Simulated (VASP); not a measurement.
# AlIn2B2As (P-4m2) in VASP: relaxation of cell and atoms with PBE

Aim: the relaxation of cell and atoms of AlIn2B2As with PBE.

Program: VASP 6.6.1. These are calculated values, not measurements. Logs are shortened: lines on timing, memory, paths and dates and some standing lists are left out, and cuts for length are marked.

## 1. The cell of the first run

Symmetry: P-4m2, No. 115, tetragonal system. The conventional cell has a = 4.089 Å, b = 4.089 Å, c = 6.825 Å, α = 90.00°, β = 90.00°, γ = 90.00°. Within 3.1 Å of Al (site symmetry -4m2) lie 4 B at 2.35 Å and 4 As at 2.89 Å and 4 In at 2.98 Å. In (site symmetry 2mm) has 2 Al at 2.98 Å and 2 As at 2.98 Å and 6 B at 3.06 to 3.49 Å and 4 In at 3.81 Å within 3.9 Å. Within 3.1 Å of B (site symmetry 2mm) lie 2 Al at 2.35 Å and 2 As at 2.35 Å and 4 In at 3.06 Å. Within 3.1 Å of As (site symmetry -4m2) lie 4 B at 2.35 Å and 4 Al at 2.89 Å and 4 In at 2.98 Å.

The cell was generated, and may not be a known phase.

## 2. Relaxation of cell and atoms, PBE

Contents of INCAR:

```
SYSTEM = AlIn2B2As
PREC = Accurate
ENCUT = 560
EDIFF = 1E-7
ISMEAR = 0
SIGMA = 0.2
LREAL = .FALSE.
LASPH = .TRUE.
NELM = 120
ALGO = Normal
ISIF = 3
LWAVE = .FALSE.
LCHARG = .FALSE.
GGA = PE
IBRION = 2
NSW = 36
EDIFFG = -0.08
GGA_COMPAT = .FALSE.
NELMIN = 4
```

Contents of KPOINTS:

```
Automatic mesh
0
G
  4 4 3
  0 0 0
```

Contents of POSCAR:

```
AlIn2B2As
1.0
    4.0894934600      0.0000000000      0.0000000000
    0.0000000000      4.0894934600      0.0000000000
    0.0000000000      0.0000000000      6.8252792500
Al In B As
1 2 2 1
Direct
    0.0000000000      0.0000000000      0.0000000000
    0.5000000000      0.0000000000      0.3182089900
    0.0000000000      0.5000000000      0.6817910100
    0.5000000000      0.0000000000      0.8291289800
    0.0000000000      0.5000000000      0.1708710200
    0.5000000000      0.5000000000      0.0000000000
```

Potentials or basis: VASP PAW PBE potentials, release 64 (Al, In_d, B, As_d).

Command:

```sh
cat potpaw_PBE.64/Al/POTCAR potpaw_PBE.64/In_d/POTCAR potpaw_PBE.64/B/POTCAR potpaw_PBE.64/As_d/POTCAR > POTCAR
mpirun -np 1 vasp_std > vasp.out
```

OUTCAR:

```text
SYSTEM = AlIn2B2As
   PREC = Accurate
   ENCUT = 560
   EDIFF = 1E-7
   ISMEAR = 0
   LREAL = .FALSE.
   LASPH = .TRUE.
   NELM = 120
   ISIF = 3
   GGA = PE
   IBRION = 2
   NSW = 36
   EDIFFG = -0.08
   NELMIN = 4

 ion  position               nearest neighbor table
   1  0.000  0.000  0.000-   4 2.35   5 2.35   5 2.35   4 2.35   6 2.89   6 2.89   6 2.89   6 2.89
                             2 2.98   3 2.98   3 2.98   2 2.98
   2  0.500  0.000  0.318-   1 2.98   6 2.98   6 2.98   1 2.98   5 3.06   5 3.06   5 3.06   5 3.06
                             3 3.81   3 3.81   3 3.81   3 3.81
   3  0.000  0.500  0.682-   1 2.98   6 2.98   1 2.98   6 2.98   4 3.06   4 3.06   4 3.06   4 3.06
                             2 3.81   2 3.81   2 3.81   2 3.81
   4  0.500  0.000  0.829-   1 2.35   6 2.35   6 2.35   1 2.35   3 3.06   3 3.06   3 3.06   3 3.06

   5  0.000  0.500  0.171-   1 2.35   6 2.35   1 2.35   6 2.35   2 3.06   2 3.06   2 3.06   2 3.06

   6  0.500  0.500  0.000-   4 2.35   5 2.35   4 2.35   5 2.35   1 2.89   1 2.89   1 2.89   1 2.89
                             2 2.98   3 2.98   2 2.98   3 2.98

  LATTYP: Found a simple tetragonal cell.
 ALAT       =     4.0894934600
 C/A-ratio  =     1.6689791332

  Lattice vectors:

 A1 = (   4.0894934600,   0.0000000000,   0.0000000000)
 A2 = (   0.0000000000,   4.0894934600,   0.0000000000)
 A3 = (   0.0000000000,   0.0000000000,   6.8252792500)

Analysis of symmetry for initial positions (statically):
=====================================================================
 Subroutine PRICEL returns:
 Original cell was already a primitive cell.

 Routine SETGRP: Setting up the symmetry group for a
 simple tetragonal supercell.

 Subroutine GETGRP returns: Found  8 space group operations
 (whereof  8 operations were pure point group operations)
 out of a pool of 16 trial point group operations.

The static configuration has the point symmetry D_2d.

Analysis of symmetry for dynamics (positions and initial velocities):
=====================================================================
 Subroutine PRICEL returns:
 Original cell was already a primitive cell.

 Routine SETGRP: Setting up the symmetry group for a
 simple tetragonal supercell.

 Subroutine GETGRP returns: Found  8 space group operations
 (whereof  8 operations were pure point group operations)
 out of a pool of 16 trial point group operations.

The dynamic configuration has the point symmetry D_2d.

 Subroutine INISYM returns: Found  8 space group operations
 (whereof  8 operations are pure point group operations),
 and found     1 'primitive' translations

----------------------------------------------------------------------------------------

                                     Primitive cell

  volume of cell :     114.1457

  direct lattice vectors                    reciprocal lattice vectors
     4.089493460  0.000000000  0.000000000     0.244529062  0.000000000  0.000000000
     0.000000000  4.089493460  0.000000000     0.000000000  0.244529062  0.000000000
     0.000000000  0.000000000  6.825279250     0.000000000  0.000000000  0.146514152

  length of vectors
     4.089493460  4.089493460  6.825279250     0.244529062  0.244529062  0.146514152

  position of ions in fractional coordinates (direct lattice)
     0.000000000  0.000000000  0.000000000
     0.500000000  0.000000000  0.318208990
     0.000000000  0.500000000  0.681791010
     0.500000000  0.000000000  0.829128980
     0.000000000  0.500000000  0.170871020
     0.500000000  0.500000000  0.000000000

  ion indices of the primitive-cell ions
   primitive index   ion index
                 1           1
                 2           2
                 3           3
                 4           4
                 5           5
                 6           6

----------------------------------------------------------------------------------------

 KPOINTS: Automatic mesh

Automatic generation of k-mesh.
 Grid dimensions read from file:
 generate k-points for:    4    4    3

 Generating k-lattice:

  Cartesian coordinates                     Fractional coordinates (reciprocal lattice)
     0.061132266  0.000000000  0.000000000     0.250000000  0.000000000  0.000000000
     0.000000000  0.061132266  0.000000000     0.000000000  0.250000000  0.000000000
     0.000000000  0.000000000  0.048838051     0.000000000  0.000000000  0.333333333

  Length of vectors
     0.061132266  0.061132266  0.048838051

  Shift w.r.t. Gamma in fractional coordinates (k-lattice)
     0.000000000  0.000000000  0.000000000

 Subroutine IBZKPT returns following result:
 ===========================================

 Found     12 irreducible k-points:

 Following reciprocal coordinates:
            Coordinates               Weight
  0.000000  0.000000  0.000000      1.000000
  0.250000  0.000000  0.000000      4.000000
  0.500000  0.000000  0.000000      2.000000
  0.250000  0.250000  0.000000      4.000000
  0.500000  0.250000  0.000000      4.000000
  0.500000  0.500000  0.000000      1.000000
  0.000000  0.000000  0.333333      2.000000
  0.250000  0.000000  0.333333      8.000000
  0.500000  0.000000  0.333333      4.000000
  0.250000  0.250000  0.333333      8.000000
  0.500000  0.250000  0.333333      8.000000
  0.500000  0.500000  0.333333      2.000000
   k-points           NKPTS =     12   k-points in BZ     NKDIM =     12   number of bands    NBANDS=     30
   number of dos      NEDOS =    301   number of ions     NIONS =      6
   total plane-waves  NPLWV =  55296
   dimension x,y,z NGX =    32 NGY =   32 NGZ =   54
   dimension x,y,z NGXF=    64 NGYF=   64 NGZF=  108
   ions per type =               1   2   2   1
   NGX,Y,Z   is equivalent  to a cutoff of  13.01, 13.01, 13.15 a.u.
   NGXF,Y,Z  is equivalent  to a cutoff of  26.02, 26.02, 26.31 a.u.
 SYSTEM =  AlIn2B2As
   PREC   = accura    normal or accurate (medium, high low for compatibility)
   ISTART =      0    job   : 0-new  1-cont  2-samecut
   ICHARG =      2    charge: 1-file 2-atom 10-const
   ISPIN  =      1    spin polarized calculation?
   LNONCOLLINEAR =      F non collinear calculations
   LSORBIT =      F    spin-orbit coupling
   LASPH  =      T    aspherical Exc in radial PAW
   ENCUT  =  560.0 eV  41.16 Ry    6.42 a.u.   7.89  7.89 13.17*2*pi/ulx,y,z
   NELM   =    120;   NELMIN=  4; NELMDL= -5     # of ELM steps
   EDIFF  = 0.1E-06   stopping-criterion for ELM
   LREAL  =      F    real-space projection
   EDIFFG = -.8E-01   stopping-criterion for IOM
   NSW    =     36    number of steps for IOM
   IBRION =      2    ionic relax: 0-MD 1-quasi-New 2-CG
   NFREE  =      1    steps in history (QN), initial steepest desc. (CG)
   ISIF   =      3    stress and relaxation
   ISYM   =      2    0-nonsym 1-usesym 2-fastsym
   POTIM  = 0.5000    time-step for ionic-motion
   TEBEG  =    0.0;   TEEND  =   0.0 temperature during run
   PSTRESS=    0.0 pullay stress
   NELECT =      50.0000    total number of electrons
   NUPDOWN=      -1.0000    fix difference up-down
   EMIN   =  10.00;   EMAX   =-10.00  energy-range for DOS
   EFERMI =   0.00;   METHOD = LEGACY
   ISMEAR =     0;   SIGMA  =   0.20  broadening in eV -4-tet -1-fermi 0-gaus
   EFERMI_NEDOS =   21; number of points for ismear=-14 and -15
   IALGO  =     38    algorithm
   IMIX   =      4    mixing-type and parameters
     AMIX     =   0.40;   BMIX     =  1.00
     AMIX_MAG =   1.60;   BMIX_MAG =  1.00
  volume/ion in A,a.u.               =      19.02       128.38
  Fermi-wavevector in a.u.,A,eV,Ry     =   1.243307  2.349509 21.032050  1.545812
  Thomas-Fermi vector in A             =   2.377623
   LORBIT       =      0    0 simple, 1 ext, 2 COOP (PROOUT), +10 PAW based schemes
   GGA     = PE    functional components
   LHFCALC =     F    Hartree Fock is set to
   AEXX    =    0.0000 exact exchange contribution
   IVDW    =     0    specifies the selected vdW correction
   LEPSILON=     F    determine dielectric tensor
   LRPA    =     F    only Hartree local field effects (RPA)
 conjugate gradient relaxation of ions
 non-spin polarized calculation
 Gauss-broadening in eV      SIGMA  =   0.20
  energy-cutoff  :      560.00
  volume of cell :      114.15
 maximum number of plane-waves:      3460
 NGX is ok and might be reduce to    32
   NGX = 15   NGY = 15   NGZ = 27

--------------------------------------- Ionic step        1  -------------------------------------------

 number of electron      49.9999976 magnetization

 Free energy of the ion-electron system (eV)
  ---------------------------------------------------
  ext. energy  EPLUGINS =         0.00000000
  ---------------------------------------------------
  free energy    TOTEN  =       -21.92829382 eV

  energy without entropy =      -21.89430995  energy(sigma->0) =      -21.91130188

------------------------ aborting loop because EDIFF is reached ----------------------------------------

  FORCE on cell =-STRESS in cart. coord.  units (eV):
  Direction    XX          YY          ZZ          XY          YZ          ZX
  --------------------------------------------------------------------------------------
  -------------------------------------------------------------------------------------
  Total       -2.6227323     -2.6227323      2.5328332      0.0000000      0.0000000     -0.0000000
  in kB      -36.8133283    -36.8133283     35.5514825      0.0000000      0.0000000     -0.0000000
  external PRESSURE =     -12.6917247 kB  Pullay stress =       0.0000000 kB
[... 305 lines left out ...]
  energy  without entropy=      -22.7938997324  energy(sigma->0) =      -22.81074333

--------------------------------------- Ionic step        9  -------------------------------------------

 number of electron      49.9999987 magnetization

 Free energy of the ion-electron system (eV)
  ---------------------------------------------------
  ext. energy  EPLUGINS =         0.00000000
  ---------------------------------------------------
  free energy    TOTEN  =       -22.83136792 eV

  energy without entropy =      -22.79871056  energy(sigma->0) =      -22.81503924

 E-fermi :   6.3319     XC(G=0): -10.4097

 val. band max:        6.2937292498   @ k =   0.2500   0.2500   0.0000
 cond. band min:       6.4518822191   @ k =   0.2500   0.2500   0.0000
 fundamental gap:      0.1581529694
 Fermi energy:         6.3319373934

 k-point     1 :       0.0000    0.0000    0.0000
  band No.  band energies     occupation
      1     -30.2872      2.00000
      2     -30.2798      2.00000
      3     -30.2671      2.00000
      4     -30.2671      2.00000
      5     -30.2605      2.00000
      6      -8.3374      2.00000
[... 418 lines left out ...]
  FREE ENERGIE OF THE ION-ELECTRON SYSTEM (eV)
  ---------------------------------------------------
  free  energy   TOTEN  =       -22.8313679197 eV

  energy  without entropy=      -22.7987105550  energy(sigma->0) =      -22.81503924

 reached required accuracy - stopping structural energy minimisation
```

It took 4.9 min on 1 thread of Intel Xeon Platinum 8259CL at 2.50GHz (Skylake/Cascade Lake), shared host; peak memory 0.26 GiB.

What came out:

* Free energy: -22.8314 eV
* Relaxed volume: 18.07 Å³/atom
* Relaxed cell: a = 3.866 Å, b = 3.866 Å, c = 7.252 Å, α = 90.00°, β = 90.00°, γ = 90.00°
* Space group after relaxing (to 0.1 Å): P-4m2 (No. 115)
* Energy gained by relaxing: 150.5 meV/atom
* Ionic steps: 9
* Pressure after relaxing: 0.0 GPa
* Largest force after relaxing: 0.076 eV/Å
* Band gap on the k mesh: zero (bands 25 and 26 overlap by 1.68 eV)

Forces on the atoms (eV/Å):
```
Al   0.000  0.000  0.000
In   0.000  0.000  0.076
In   0.000  0.000 -0.076
B    0.000  0.000 -0.069
B    0.000  0.000  0.069
As   0.000  0.000  0.000
```

The path:
| step | energy change (eV) | largest force (eV/Å) | pressure (GPa) | volume (Å³) |
| --- | --- | --- | --- | --- |
| 1 | 0.0000 | 1.6054 | -1.27 | 114.15 |
| 2 | -0.3947 | 1.2146 | -1.09 | 111.61 |
| 3 | -0.7967 | 0.6015 | 0.20 | 107.32 |
| 4 | -0.2662 | 0.5753 | 10.33 | 98.15 |
| 5 | -0.8521 | 0.2464 | 1.69 | 105.26 |
| 6 | -0.8834 | 0.2593 | -0.71 | 109.03 |
| 7 | -0.8834 | 0.2588 | -0.70 | 109.02 |
| 8 | -0.8993 | 0.0824 | -0.30 | 108.68 |
| 9 | -0.9031 | 0.0760 | 0.02 | 108.41 |

Final structure:
```cif
data_structure
_symmetry_space_group_name_H-M 'P 1'
_symmetry_Int_Tables_number 1
_cell_length_a 3.8664
_cell_length_b 3.8664
_cell_length_c 7.2518
_cell_angle_alpha 90.000
_cell_angle_beta 90.000
_cell_angle_gamma 90.000
_cell_volume 108.41
loop_
_atom_site_label
_atom_site_type_symbol
_atom_site_fract_x
_atom_site_fract_y
_atom_site_fract_z
_atom_site_occupancy
Al1 Al 0.00000 0.00000 0.00000 1
In1 In 0.50000 0.00000 0.36608 1
In2 In 0.00000 0.50000 0.63392 1
B1 B 0.50000 0.00000 0.84953 1
B2 B 0.00000 0.50000 0.15047 1
As1 As 0.50000 0.50000 0.00000 1
```

Levels at points of the mesh, in eV from the Fermi level:
| k point | band 22 | band 23 | band 24 | band 25 | band 26 | band 27 | band 28 | band 29 |
| --- | --- | --- | --- | --- | --- | --- | --- | --- |
| (0.00, 0.00, 0.00) | -3.38 | -0.22 | -0.22 | -0.13 | 0.51 | 1.68 | 1.93 | 2.71 |
| (0.50, 0.00, 0.00) | -3.91 | -1.71 | -1.39 | -0.36 | 0.56 | 2.48 | 2.95 | 3.65 |
| (0.50, 0.50, 0.00) | -3.40 | -2.55 | -2.26 | -2.26 | -1.47 | -0.86 | 3.48 | 3.48 |

Caveat: the k points lie up to 0.41 Å⁻¹ apart in the final cell, too coarse for converged energies and pressures of a metal; spin-orbit coupling is left out, which moves the levels of the heavy elements; the relaxation stopped at a loose force limit of 0.08 eV/Å, so its end isn't a converged minimum.

The gap in the log of VASP goes by the Fermi energy; the results here count the filled bands.